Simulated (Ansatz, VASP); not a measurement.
**In3B2As in VASP and in Ansatz**

```
In B As
1.0
     4.53369    0.00000    0.00000
    -2.26685    3.92629    0.00000
     0.00000    0.00000    6.54132
In B As
3 2 1
Direct
  0.33333 0.66667 0.00000
  0.66667 0.33333 0.00000
  0.00000 0.00000 0.50000
  0.33333 0.66667 0.50000
  0.66667 0.33333 0.50000
  0.00000 0.00000 0.00000
```

Alike in both runs: task single point; functional PBE; k mesh 6 × 6 × 4; occupations gaussian, width 0.1 eV; no spin polarisation.

```csv
,VASP,Ansatz
version,VASP 6.6.1,Ansatz 0.2.0
potentials or method,"VASP PAW PBE potentials, release 64 (In_d, B, As), cutoff 520 eV","scalar-relativistic, plane waves, PAW"
valence electrons in the cell,50,60
```

|  | VASP | Ansatz | Ansatz less VASP |
| --- | --- | --- | --- |
| gap on the k mesh at the Fermi level (eV) | none | none | - |
| pressure (GPa) | 12.5 | 12.5 | -0.04 |
| traceless stress, the component that is largest in VASP (GPa) | -21.30 | -21.19 | +0.110 |

A gap of «none» marks a metal or a gap that the smearing closes. VASP's potentials hold 50 valence electrons a cell and Ansatz's 60, so a difference there can come from the potentials and not from the codes.
